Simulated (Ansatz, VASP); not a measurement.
**B2As3: VASP beside Ansatz**

```
B As
1.0
     3.04689    1.75913    2.67148
    -3.04689    1.75913    2.67148
     0.00000   -3.51825    2.67148
B As
2 3
Direct
  0.10960 0.10960 0.10960
  0.89040 0.89040 0.89040
  0.50000 0.16595 0.83405
  0.83405 0.50000 0.16595
  0.16595 0.83405 0.50000
```

Change from the starting cell: species swapped into the Ni3Se2 type (R32, No. 155).

Alike in both runs: functional PBE; k mesh 4 × 4 × 4; occupations gaussian, width 0.2 eV; no spin polarisation.

Ansatz relaxed the structure, and its values are those at the end. VASP's run is a single point on that final structure, the one shown.

|  | VASP | Ansatz |
| --- | --- | --- |
| version | VASP 6.6.1 | Ansatz 0.2.0 |
| potentials or method | VASP PAW PBE potentials, release 64 (B, As), cutoff 520 eV | scalar-relativistic, plane waves, PAW |
| valence electrons in the cell | 21 | 51 |

|  | VASP | Ansatz | Ansatz less VASP |
| --- | --- | --- | --- |
| gap on the k mesh at the Fermi level (eV) | none | none | - |
| pressure (GPa) | 0.6 | 0.3 | -0.32 |
| rms of the force components (eV/Å) | 0.029 | 0.015 | -0.0144 |

A gap of «none» marks a metal or a gap that the smearing closes. With one functional, cell and mesh, what is left measures potentials, basis and numerics. VASP's potentials hold 21 valence electrons a cell and Ansatz's 51, so a difference there can come from the potentials and not from the codes.
